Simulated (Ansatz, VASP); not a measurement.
## One calculation of InP, two programs

The input INCAR:

```
SYSTEM = InP
PREC = Accurate
ENCUT = 520
EDIFF = 1E-6
ISMEAR = -1
SIGMA = 0.03
LREAL = .FALSE.
LASPH = .TRUE.
NELM = 100
ALGO = Normal
ISIF = 2
LWAVE = .FALSE.
LCHARG = .FALSE.
GGA = PS
NBANDS = 16
```

KPOINTS

```
regular mesh
0
G
  11 11 11
  0 0 0
```

POSCAR

```
InP
1.0
   -0.0856500000      2.8121750000      2.8121750000
    2.8121750000     -0.0856500000      2.8121750000
    2.8121750000      2.8121750000     -0.0856500000
In P
1 1
Direct
    0.0000000000      0.0000000000      0.0000000000
    0.5000000000      0.5000000000      0.5000000000
```

Input for Ansatz:

```yaml
crystal:
  lattice:
    - [-0.08565, 2.812175, 2.812175]
    - [2.812175, -0.08565, 2.812175]
    - [2.812175, 2.812175, -0.08565]
  atoms:
    - { symbol: In, position: [0.0, 0.0, 0.0] }
    - { symbol: P, position: [0.5, 0.5, 0.5] }
kpoints:
  mp_grid: { grid: [11, 11, 11] }
  band_path:
    path:
      - [0.0, 0.0, 0.0]
      - [0.5, 0.5, 0.5]
      - [0.2579113083, 0.5, 0.7420886917]
      - [-0.2579113083, 0.2579113083, 0.5]
      - [0.0, 0.0, 0.5]
      - [0.0, 0.0, 0.0]
      - [-0.3789556542, 0.0, 0.3789556542]
      - [0.0, 0.3789556542, 0.6210443458]
      - [0.0, 0.5, 0.5]
    npoints: 5
scf:
  occupations: { method: fermi_dirac, width: 0.03 }
hamiltonian:
  xc: pbesol
  pseudopotentials: { kind: all_electron, lapw: { basis_error: 0.00025 } }
output:
  forces: true
  stress: true
  eigenvalues: true
```

Change from the starting cell: equal xy, yz and zx shear strains of -3 %.

Alike in both runs: task single point; functional PBEsol; k mesh 11 × 11 × 11; occupations fermi-dirac, width 0.03 eV; no spin polarisation.

|  | VASP | Ansatz |
| --- | --- | --- |
| version | VASP 6.6.1 | Ansatz 0.2.0 |
| potentials or method | VASP PAW PBE potentials, release 64 (In_d, P), cutoff 520 eV | all-electron LAPW, scalar-relativistic |

```tsv
	VASP	Ansatz	Ansatz less VASP
pressure (GPa)	-8.2	-8.2	0.00
traceless stress, the component that is largest in VASP (GPa)	0.81	0.81	0.000
```

VASP's potentials were made for PBE, not for PBEsol. Ansatz ran all-electron here, and VASP with PAW potentials.
